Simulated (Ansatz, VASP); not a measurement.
# MgO: VASP beside Ansatz

```
Mg O
1.0
     0.00000    2.10211    2.10211
     2.10211    0.00000    2.10211
     2.10211    2.10211    0.00000
Mg O
1 1
Direct
  0.97621 0.02379 0.97621
  0.50000 0.50000 0.50000
```

Change from the starting cell: all Mg atoms moved -0.100 Å, as atom 1 along Cartesian [0 1 0].

Alike in both runs: task single point; functional r2SCAN; k mesh 10 × 10 × 10; occupations gaussian, width 0.05 eV; no spin polarisation.

|  | VASP | Ansatz |
| --- | --- | --- |
| version | VASP 6.6.1 | Ansatz 0.2.0 |
| potentials or method | VASP PAW PBE potentials, release 64 (Mg, O), cutoff 520 eV | scalar-relativistic, plane waves, PAW |
| valence electrons in the cell | 8 | 16 |

```csv
,VASP,Ansatz,Ansatz less VASP
gap on the k mesh at the Fermi level (eV),5.66,5.68,+0.025
least direct gap on the mesh (eV),5.66,5.68,+0.025
pressure (GPa),-0.1,1.0,+1.12
"traceless stress, the component that is largest in VASP (GPa)",2.56,2.50,-0.054
rms of the force components (eV/Å),0.352,0.349,-0.0035
```

VASP's potentials were made for PBE, not for r2SCAN. Atom by atom the forces differ by 0.003 eV/Å (rms over components). VASP's potentials hold 8 valence electrons a cell and Ansatz's 16, so a difference there can come from the potentials and not from the codes.
